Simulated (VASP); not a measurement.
**Ge: single point with PBE+D3(BJ)**

Ge, a slab with vacuum:

```xyz
4
Lattice="4.0227 0.0000 0.0000 -2.0113 3.4838 0.0000 0.0000 0.0000 18.8685" Properties=species:S:1:pos:R:3 pbc="T T T"
Ge    0.0000    2.3225    5.1843
Ge    2.0113    1.1613    4.5000
Ge    6.0340   -1.1613   10.1685
Ge    4.0227    0.0000    9.4843
```

```yaml
Program: VASP 6.6.1
Task: single point
Functional: PBE
Dispersion: D3(BJ)
Potentials_or_basis: VASP PAW PBE potentials, release 64 (Ge_d)
Cutoff: 520 eV
k_mesh: 9 × 9 × 1
Occupations: gaussian, width 0.1 eV
Spin: no spin polarisation
```

- Largest force: 0.119 eV/Å
- Band gap on the k mesh: 0.03 eV, direct
- Dispersion energy per atom: -0.189 eV

Forces on the atoms (eV/Å):
```
Ge   0.000  0.000  0.119
Ge   0.000  0.000  0.021
Ge   0.000  0.000 -0.036
Ge   0.000  0.000 -0.104
```

Levels at points of the mesh, in eV from the valence-band top:
```csv
k point,band 25,band 26,band 27,band 28,band 29,band 30,band 31,band 32
"(0.00, 0.00, 0.00)",-0.44,-0.44,-0.41,-0.41,0.54,0.66,2.01,3.13
```

Run time: 2.6 min on 1 thread of Intel(R) Xeon(R) Platinum 8259CL CPU @ 2.50GHz (Skylake/Cascade Lake), on a shared host, peak memory 0.39 GiB.
